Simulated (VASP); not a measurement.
# CuRu (Fm-3m) in VASP: single point with PBE

Aim: the single point of CuRu with PBE.

Program: VASP 6.6.1. These are calculated values, not measurements. Logs are shortened: lines on timing, memory, paths and dates and some standing lists are left out, and cuts for length are marked.

### 1 The cell of the first run

The structure is cubic, space group Fm-3m (No. 225). The conventional cell has a = 4.935 Å, b = 4.935 Å, c = 4.935 Å, α = 90.00°, β = 90.00°, γ = 90.00°. Within 3.3 Å of Cu (site symmetry m-3m) lie 6 Ru at 2.47 Å. Ru (site symmetry m-3m) has 6 Cu at 2.47 Å within 3.3 Å.

The cell was built from a structure type or drawn by symmetry, and may not be a known phase.

### 2 Single point, PBE, collinear spin, ferromagnetic start

INCAR reads:

```
PREC     = Accurate       # precision mode
ENCUT    = 520            # plane-wave cutoff, eV
EDIFF    = 1E-6           # SCF threshold, eV
ISMEAR   = 0              # smearing method
SIGMA    = 0.1            # smearing width, eV
LREAL    = F              # projectors in reciprocal space
LASPH    = T              # aspherical terms in the spheres
NELM     = 150            # most SCF steps
ALGO     = Normal         # electronic algorithm
ISIF     = 2              # what is computed and relaxed
LWAVE    = F              # write WAVECAR
LCHARG   = T              # write CHGCAR
ISPIN    = 2              # spin polarisation
MAGMOM   = 0 1.04         # initial moments
LORBIT   = 11             # projections on sites
LMAXMIX  = 4              # l up to which the mixer works
GGA      = PE             # functional
LELF     = T              # ELF
LVHAR    = T            
NBANDS   = 24             # bands
```

KPOINTS reads:

```
Automatic mesh
0
Gamma
  20 20 20
```

POSCAR reads:

```
CuRu
1.0
    0.0000000000      2.4676212417      2.4676212417
    2.4676212417      0.0000000000      2.4676212417
    2.4676212417      2.4676212417      0.0000000000
Cu Ru
1 1
Direct
    0.5000000000      0.5000000000      0.5000000000
    0.0000000000      0.0000000000      0.0000000000
```

Potentials or basis: VASP PAW PBE potentials, release 64 (Cu, Ru_pv).

Run with:

```
cat potpaw_PBE.64/Cu/POTCAR potpaw_PBE.64/Ru_pv/POTCAR > POTCAR
mpirun -np 1 vasp_std > vasp.out
```

OUTCAR:

```text
PREC = Accurate
   ENCUT = 520
   EDIFF = 1E-6
   ISMEAR = 0
   LREAL = F
   LASPH = T
   NELM = 150
   ISIF = 2
   ISPIN = 2
   LORBIT = 11
   GGA = PE

 ion  position               nearest neighbor table
   1  0.500  0.500  0.500-   2 2.47   2 2.47   2 2.47   2 2.47   2 2.47   2 2.47
   2  0.000  0.000  0.000-   1 2.47   1 2.47   1 2.47   1 2.47   1 2.47   1 2.47

  LATTYP: Found a face centered cubic cell.
 ALAT       =     4.9352424834

  Lattice vectors:

 A1 = (   0.0000000000,   2.4676212417,   2.4676212417)
 A2 = (   2.4676212417,   0.0000000000,   2.4676212417)
 A3 = (   2.4676212417,   2.4676212417,   0.0000000000)

Analysis of symmetry for initial positions (statically):
=====================================================================
 Subroutine PRICEL returns:
 Original cell was already a primitive cell.

 Routine SETGRP: Setting up the symmetry group for a
 face centered cubic supercell.

 Subroutine GETGRP returns: Found 48 space group operations
 (whereof 48 operations were pure point group operations)
 out of a pool of 48 trial point group operations.

The static configuration has the point symmetry O_h .

Analysis of symmetry for dynamics (positions and initial velocities):
=====================================================================
 Subroutine PRICEL returns:
 Original cell was already a primitive cell.

 Routine SETGRP: Setting up the symmetry group for a
 face centered cubic supercell.

 Subroutine GETGRP returns: Found 48 space group operations
 (whereof 48 operations were pure point group operations)
 out of a pool of 48 trial point group operations.

The dynamic configuration has the point symmetry O_h .

Analysis of structural, dynamic, and magnetic symmetry:
=====================================================================
 Subroutine PRICEL returns:
 Original cell was already a primitive cell.

 Routine SETGRP: Setting up the symmetry group for a
 face centered cubic supercell.

 Subroutine GETGRP returns: Found 48 space group operations
 (whereof 48 operations were pure point group operations)
 out of a pool of 48 trial point group operations.

The overall configuration has the point symmetry O_h .

 Subroutine INISYM returns: Found 48 space group operations
 (whereof 48 operations are pure point group operations),
 and found     1 'primitive' translations

----------------------------------------------------------------------------------------

                                     Primitive cell

  volume of cell :      30.0515

  direct lattice vectors                    reciprocal lattice vectors
     0.000000000  2.467621242  2.467621242    -0.202624289  0.202624289  0.202624289
     2.467621242  0.000000000  2.467621242     0.202624289 -0.202624289  0.202624289
     2.467621242  2.467621242  0.000000000     0.202624289  0.202624289 -0.202624289

  length of vectors
     3.489743427  3.489743427  3.489743427     0.350955564  0.350955564  0.350955564

  position of ions in fractional coordinates (direct lattice)
     0.500000000  0.500000000  0.500000000
     0.000000000  0.000000000  0.000000000

  ion indices of the primitive-cell ions
   primitive index   ion index
                 1           1
                 2           2

----------------------------------------------------------------------------------------

 KPOINTS: Automatic mesh

Automatic generation of k-mesh.
 Grid dimensions read from file:
 generate k-points for:   20   20   20

 Generating k-lattice:

  Cartesian coordinates                     Fractional coordinates (reciprocal lattice)
    -0.010131214  0.010131214  0.010131214     0.050000000  0.000000000  0.000000000
     0.010131214 -0.010131214  0.010131214     0.000000000  0.050000000  0.000000000
     0.010131214  0.010131214 -0.010131214     0.000000000  0.000000000  0.050000000

  Length of vectors
     0.017547778  0.017547778  0.017547778

  Shift w.r.t. Gamma in fractional coordinates (k-lattice)
     0.000000000  0.000000000  0.000000000

 Subroutine IBZKPT returns following result:
 ===========================================

 Found    256 irreducible k-points:

 Following reciprocal coordinates:
            Coordinates               Weight
  0.000000  0.000000  0.000000      1.000000
  0.050000  0.000000  0.000000      8.000000
  0.100000  0.000000  0.000000      8.000000
  0.150000  0.000000  0.000000      8.000000
  0.200000  0.000000  0.000000      8.000000
  0.250000  0.000000  0.000000      8.000000
[... 16 lines left out ...]
 -0.400000  0.050000  0.000000     24.000000
 -0.350000  0.050000  0.000000     24.000000
 [... further k-points ...]
   k-points           NKPTS =    256   k-points in BZ     NKDIM =    256   number of bands    NBANDS=     24
   number of dos      NEDOS =    301   number of ions     NIONS =      2
   total plane-waves  NPLWV =  21952
   dimension x,y,z NGX =    28 NGY =   28 NGZ =   28
   dimension x,y,z NGXF=    56 NGYF=   56 NGZF=   56
   ions per type =               1   1
   NGX,Y,Z   is equivalent  to a cutoff of  13.34, 13.34, 13.34 a.u.
   NGXF,Y,Z  is equivalent  to a cutoff of  26.68, 26.68, 26.68 a.u.
 SYSTEM =  unknown system
   PREC   = accura    normal or accurate (medium, high low for compatibility)
   ISTART =      0    job   : 0-new  1-cont  2-samecut
   ICHARG =      2    charge: 1-file 2-atom 10-const
   ISPIN  =      2    spin polarized calculation?
   LNONCOLLINEAR =      F non collinear calculations
   LSORBIT =      F    spin-orbit coupling
   LASPH  =      T    aspherical Exc in radial PAW
   ENCUT  =  520.0 eV  38.22 Ry    6.18 a.u.   6.49  6.49  6.49*2*pi/ulx,y,z
   NELM   =    150;   NELMIN=  2; NELMDL= -5     # of ELM steps
   EDIFF  = 0.1E-05   stopping-criterion for ELM
   LREAL  =      F    real-space projection
   EDIFFG = 0.1E-04   stopping-criterion for IOM
   NSW    =      0    number of steps for IOM
   IBRION =     -1    ionic relax: 0-MD 1-quasi-New 2-CG
   NFREE  =      0    steps in history (QN), initial steepest desc. (CG)
   ISIF   =      2    stress and relaxation
   ISYM   =      2    0-nonsym 1-usesym 2-fastsym
   POTIM  = 0.5000    time-step for ionic-motion
   TEBEG  =    0.0;   TEEND  =   0.0 temperature during run
   PSTRESS=    0.0 pullay stress
   NELECT =      25.0000    total number of electrons
   NUPDOWN=      -1.0000    fix difference up-down
   EMIN   =  10.00;   EMAX   =-10.00  energy-range for DOS
   EFERMI =   0.00;   METHOD = LEGACY
   ISMEAR =     0;   SIGMA  =   0.10  broadening in eV -4-tet -1-fermi 0-gaus
   EFERMI_NEDOS =   21; number of points for ismear=-14 and -15
   IALGO  =     38    algorithm
   IMIX   =      4    mixing-type and parameters
     AMIX     =   0.40;   BMIX     =  1.00
     AMIX_MAG =   1.60;   BMIX_MAG =  1.00
  volume/ion in A,a.u.               =      15.03       101.40
  Fermi-wavevector in a.u.,A,eV,Ry     =   1.539689  2.909590 32.254545  2.370642
  Thomas-Fermi vector in A             =   2.645882
   LORBIT       =     11    0 simple, 1 ext, 2 COOP (PROOUT), +10 PAW based schemes
   GGA     = PE    functional components
   LHFCALC =     F    Hartree Fock is set to
   AEXX    =    0.0000 exact exchange contribution
   IVDW    =     0    specifies the selected vdW correction
   LEPSILON=     F    determine dielectric tensor
   LRPA    =     F    only Hartree local field effects (RPA)
 spin polarized calculation
 Gauss-broadening in eV      SIGMA  =   0.10
  energy-cutoff  :      520.00
  volume of cell :       30.05
 maximum number of plane-waves:       869
 NGX is ok and might be reduce to    28
   NGX = 13   NGY = 13   NGZ = 13

 number of electron      25.0000000 magnetization       1.4759941

 Free energy of the ion-electron system (eV)
  ---------------------------------------------------
  ext. energy  EPLUGINS =         0.00000000
  ---------------------------------------------------
  free energy    TOTEN  =       -10.64105340 eV

  energy without entropy =      -10.63097841  energy(sigma->0) =      -10.63601591

 E-fermi :   7.8042     XC(G=0): -12.3972

 val. band max:        7.8036741426   @ k =   0.1500   0.0000   0.0000
 cond. band min:       7.8061932890   @ k =   0.2000   0.1500   0.0000
 fundamental gap:      0.0025191464
 Fermi energy:         7.8042214621

 spin component 1

 k-point     1 :       0.0000    0.0000    0.0000
  band No.  band energies     occupation
      1     -35.0462      1.00000
      2     -35.0462      1.00000
      3     -35.0462      1.00000
      4       0.4293      1.00000
      5       3.3484      1.00000
      6       3.3484      1.00000
[... 16 lines left out ...]
     23      26.2827      0.00000
     24      26.2827      0.00000

 k-point     2 :       0.0500    0.0000    0.0000
  band No.  band energies     occupation
      1     -35.0477      1.00000
      2     -35.0465      1.00000
      3     -35.0465      1.00000
      4       0.4836      1.00000
      5       3.3676      1.00000
      6       3.3676      1.00000
[... 16 lines left out ...]
     23      26.3747      0.00000
     24      26.3747      0.00000

 k-point     3 :       0.1000    0.0000    0.0000
  band No.  band energies     occupation
      1     -35.0524      1.00000
      2     -35.0473      1.00000
      3     -35.0473      1.00000
      4       0.6454      1.00000
      5       3.4249      1.00000
      6       3.4249      1.00000
[... 16 lines left out ...]
     23      26.5530      0.00000
     24      26.5530      0.00000
[... 514 lines left out ...]
 k-point    23 :      -0.4000    0.0500    0.0000
  band No.  band energies     occupation
      1     -35.1063      1.00000
      2     -35.0591      1.00000
      3     -35.0578      1.00000
      4       3.2734      1.00000
      5       3.9579      1.00000
      6       4.4484      1.00000
[... 16 lines left out ...]
     23      28.9060      0.00000
     24      29.5186      0.00000

 k-point    24 :      -0.3500    0.0500    0.0000
  band No.  band energies     occupation
      1     -35.1000      1.00000
      2     -35.0580      1.00000
      3     -35.0564      1.00000
      4       2.8770      1.00000
      5       3.8832      1.00000
      6       4.2222      1.00000
[... 16 lines left out ...]
     23      28.1557      0.00000
     24      28.9716      0.00000

 [... further k-points ...]

 spin component 2

 k-point     1 :       0.0000    0.0000    0.0000
  band No.  band energies     occupation
      1     -33.9741      1.00000
      2     -33.9741      1.00000
      3     -33.9741      1.00000
      4       0.5058      1.00000
      5       3.6195      1.00000
      6       3.6195      1.00000
[... 16 lines left out ...]
     23      26.7203      0.00000
     24      26.7203      0.00000

 k-point     2 :       0.0500    0.0000    0.0000
  band No.  band energies     occupation
      1     -33.9757      1.00000
      2     -33.9744      1.00000
      3     -33.9744      1.00000
      4       0.5601      1.00000
      5       3.6382      1.00000
      6       3.6382      1.00000
[... 16 lines left out ...]
     23      26.7614      0.00000
     24      26.7614      0.00000

 k-point     3 :       0.1000    0.0000    0.0000
  band No.  band energies     occupation
      1     -33.9806      1.00000
      2     -33.9753      1.00000
      3     -33.9753      1.00000
      4       0.7218      1.00000
      5       3.6943      1.00000
      6       3.6943      1.00000
[... 16 lines left out ...]
     23      26.8768      0.00000
     24      26.8768      0.00000
[... 514 lines left out ...]
 k-point    23 :      -0.4000    0.0500    0.0000
  band No.  band energies     occupation
      1     -34.0376      1.00000
      2     -33.9876      1.00000
      3     -33.9863      1.00000
      4       3.5316      1.00000
      5       4.2188      1.00000
      6       4.6608      1.00000
[... 16 lines left out ...]
     23      29.0942      0.00000
     24      29.7262      0.00000

 k-point    24 :      -0.3500    0.0500    0.0000
  band No.  band energies     occupation
      1     -34.0310      1.00000
      2     -33.9865      1.00000
      3     -33.9849      1.00000
      4       3.0400      1.00000
      5       4.2058      1.00000
      6       4.4621      1.00000
[... 16 lines left out ...]
     23      28.3464      0.00000
     24      29.1957      0.00000

 [... further k-points ...]
[... 5 lines left out ...]
  --------------------------------------------------------------------------------------
  -------------------------------------------------------------------------------------
  Total        0.0431269      0.0431269      0.0431269      0.0000000      0.0000000      0.0000000
  in kB        2.2992878      2.2992878      2.2992878      0.0000000      0.0000000      0.0000000
  external PRESSURE =       2.2992878 kB  Pullay stress =       0.0000000 kB

 VOLUME and BASIS-vectors are now :
 -----------------------------------------------------------------------------
  energy-cutoff  :      520.00
  volume of cell :       30.05
      direct lattice vectors                 reciprocal lattice vectors
     0.000000000  2.467621242  2.467621242    -0.202624289  0.202624289  0.202624289
     2.467621242  0.000000000  2.467621242     0.202624289 -0.202624289  0.202624289
     2.467621242  2.467621242  0.000000000     0.202624289  0.202624289 -0.202624289

 POSITION                                       TOTAL-FORCE (eV/Angst)
 -----------------------------------------------------------------------------------
      2.46762      2.46762      2.46762         0.000000      0.000000      0.000000
      0.00000      0.00000      0.00000        -0.000000     -0.000000     -0.000000
 -----------------------------------------------------------------------------------
    total drift:                                0.000000      0.000000      0.000000

  FREE ENERGIE OF THE ION-ELECTRON SYSTEM (eV)
  ---------------------------------------------------
  free  energy   TOTEN  =       -10.6410534030 eV

  energy  without entropy=      -10.6309784105  energy(sigma->0) =      -10.63601591

 total charge

# of ion       s       p       d       tot
------------------------------------------
    1        0.557   0.417   9.128  10.102
    2        0.307   6.165   5.964  12.436
--------------------------------------------------
tot          0.864   6.582  15.092  22.537

 magnetization (x)

# of ion       s       p       d       tot
------------------------------------------
    1       -0.016  -0.026   0.134   0.091
    2        0.005  -0.004   1.385   1.386
--------------------------------------------------
tot         -0.011  -0.031   1.519   1.477
```

Wall time 12 min (1 thread of Intel Xeon 8259CL, shared host); peak memory 0.4 GiB.

Results:

```
Free energy                                           : -10.6411 eV
Pressure                                              : 0.2 GPa
Net moment                                            : 1.48 μB per cell
Site moments                                          : Cu +0.09; Ru +1.39 μB
Valence electrons inside the program's atomic spheres : Cu 10.10; Ru 12.44
```

Caveat: an empty level that is flat over the whole mesh can mark a ghost state of the potentials, or a narrow d or f band.
